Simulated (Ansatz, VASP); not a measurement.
SnTe in VASP and in Ansatz

```xyz
2
Lattice="3.8519 0.0000 0.0000 0.0000 3.8519 0.0000 0.0000 0.0000 3.8519" Properties=species:S:1:pos:R:3 pbc="T T T"
Te    1.9260    1.9260    1.9260
Sn    0.0000    0.0000    0.0000
```

Alike in both runs: task single point; functional HSE06; k mesh 4 × 4 × 4; occupations fermi-dirac, width 0.05 eV; no spin polarisation.

```csv
,VASP,Ansatz
version,VASP 6.6.1,Ansatz 0.2.0
potentials or method,"VASP PAW PBE potentials, release 64 (Te, Sn_d)",Ansatz PAW
plane-wave cutoff (eV),520,420
valence electrons in the cell,20,30
```

Ansatz gave:

| Item | Value |
| --- | --- |
| gap on the k mesh at the Fermi level (eV) | none |
| pressure (GPa) | 0.7 |

**Question.** What did VASP give for the same quantities?

**Answer.** gap on the k mesh at the Fermi level (eV): none; pressure (GPa): 0.5.

A gap of «none» marks a metal or a gap that the smearing closes. With one functional, cell and mesh, what is left measures potentials, basis and numerics. VASP's potentials hold 20 valence electrons a cell and Ansatz's 30, so a difference there can come from the potentials and not from the codes.

The k mesh is coarse, so the values compare programs but aren't converged. Spin-orbit coupling is off throughout.
